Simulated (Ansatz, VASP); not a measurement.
## Two plane-wave programs on Zr2TiB2

File INCAR:

```
  PREC = Accurate
  ENCUT = 520
  EDIFF = 1E-6
  ISMEAR = 0
  SIGMA = 0.1
  LREAL = False
  LASPH = True
  NELM = 100
  ALGO = Normal
  ISIF = 2
  LWAVE = False
  LCHARG = False
  GGA = PE
  NBANDS = 29
```

KPOINTS

```
Automatic mesh
0
Gamma
  6 6 6
```

Contents of POSCAR:

```
Zr2TiB2
1.0
   -1.9225543200      1.9225543200      4.4012053300
    1.9225543200     -1.9225543200      4.4012053300
    1.9225543200      1.9225543200     -4.4012053300
Zr Ti B
2 1 2
Direct
    0.3672465400      0.3672465400      0.0000000000
    0.6327534600      0.6327534600      0.0000000000
    0.0000000000      0.0000000000      0.0000000000
    0.2500000000      0.7500000000      0.5000000000
    0.7500000000      0.2500000000      0.5000000000
```

Input for Ansatz:

```yaml
crystal:
  lattice:
    - [-1.92255432, 1.92255432, 4.40120533]
    - [1.92255432, -1.92255432, 4.40120533]
    - [1.92255432, 1.92255432, -4.40120533]
  atoms:
    - { symbol: Zr, position: [0.36724654, 0.36724654, 0.0] }
    - { symbol: Zr, position: [0.63275346, 0.63275346, 0.0] }
    - { symbol: Ti, position: [0.0, 0.0, 0.0] }
    - { symbol: B, position: [0.25, 0.75, 0.5] }
    - { symbol: B, position: [0.75, 0.25, 0.5] }
basis:
  ecutwfc: 420
kpoints:
  mp_grid: { grid: [6, 6, 6] }
hamiltonian:
  xc: pbe
scf:
  occupations: { method: gaussian, width: 0.1 }
  lower_state_search: "off"
output:
  forces: true
  stress: true
  eigenvalues: true
```

Change from the starting cell: species swapped into the YSi2Ru2 type (I4/mmm, No. 139).

Alike in both runs: task single point; functional PBE; k mesh 6 × 6 × 6; occupations gaussian, width 0.1 eV; no spin polarisation.

|  | VASP | Ansatz |
| --- | --- | --- |
| version | VASP 6.6.1 | Ansatz 0.2.0 |
| potentials or method | VASP PAW PBE potentials, release 64 (Zr_sv, Ti_sv, B), cutoff 520 eV | scalar-relativistic, plane waves, PAW |
| valence electrons in the cell | 42 | 42 |

```tsv
	VASP	Ansatz	Ansatz less VASP
gap on the k mesh at the Fermi level (eV)	none	none	-
rms of the force components (eV/Å)	0.486	0.457	-0.0283
```

Atom by atom the forces differ by 0.028 eV/Å (rms over components). A gap of «none» marks a metal or a gap that the smearing closes. With one functional, cell and mesh, what is left measures potentials, basis and numerics.

The k mesh is coarse, so the values compare programs but aren't converged.
